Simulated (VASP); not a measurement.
Input of a VASP 6.6.1 run:

The input INCAR:

```
SYSTEM = C
PREC = Accurate
ENCUT = 520
EDIFF = 1E-6
ISMEAR = -1
SIGMA = 0.01
LREAL = Auto
LASPH = .True.
NELM = 120
ALGO = Normal
ISIF = 2
LWAVE = .False.
LCHARG = .False.
NBANDS = 88
GGA_COMPAT = .False.
```

KPOINTS

```
Automatic mesh
0
Gamma
  1 1 1
  0.25 0.25 0.25
```

Contents of POSCAR:

```
C
1.0
   -3.5716218700      3.5716218700      3.5716218700
    3.5716218700     -3.5716218700      3.5716218700
    3.5716218700      3.5716218700     -3.5716218700
C
33
Direct
    0.0117691200      0.0176703800      0.0139300100
    0.0006049300      0.2581957300      0.7579333000
   -0.0105730000      0.5029954600      0.5062545500
    0.0005845200      0.7581827800      0.2579314300
    0.2402328900     -0.0053795500      0.7308917700
    0.2454073700      0.2640377100      0.5134507600
    0.2370931500      0.5217199300      0.2611455500
    0.2509233900      0.7474428700      0.0024225800
    0.5040856300      0.0133867600      0.5019616800
    0.5006266000      0.1685200400      0.1682702500
    0.4970872100      0.4987148800      0.0096326300
    0.5005920600      0.7582096700      0.7579482300
    0.7609100100     -0.0084981400      0.2547342200
    0.7502348900      0.2523327500     -0.0031489900
    0.7640560800      0.5248722900      0.7849755900
    0.7558228800      0.7689653800      0.5190393800
    0.0048791400      0.0136542200      0.7584670900
   -0.0036742500      0.2544323900      0.5090935300
   -0.0116212000      0.5102628800      0.2556498900
    0.0127897600      0.7680949700      0.0222152900
    0.2462192500      0.0061079200      0.4936478500
    0.2376590700      0.2893872700      0.2731648700
    0.2456608800      0.5027384500      0.0067638900
    0.2445693700      0.7498273100      0.7485179900
    0.5165095300     -0.0200338600      0.2426916600
    0.4845882400      0.2269338400     -0.0362758300
    0.5016367200      0.5115958700      0.7673476800
    0.4995235900      0.7665609300      0.5102936200
    0.7566031500      0.0047920600      0.0056015300
    0.7555272300      0.2619500600      0.7574153900
    0.7635770900      0.5364303400      0.5521805500
    0.7549573600      0.7482813000      0.2602344500
    0.5006862700      0.3480828700      0.3475366100
```

Potentials or basis: VASP PAW LDA potentials, release 64 (C).

Command:

```sh
$ cat potpaw_LDA.64/C/POTCAR > POTCAR
$ mpirun -np 1 vasp_std > vasp.out
```

(1) What does it give for the pressure?

(2) Predict the band gap on the k mesh.

(3) Estimate the largest force.

## Answers

(1) 11.2 GPa.

(2) 0.85 eV.

(3) 0.047 eV/Å.

Caveat: the k points lie up to 1.24 Å⁻¹ apart.
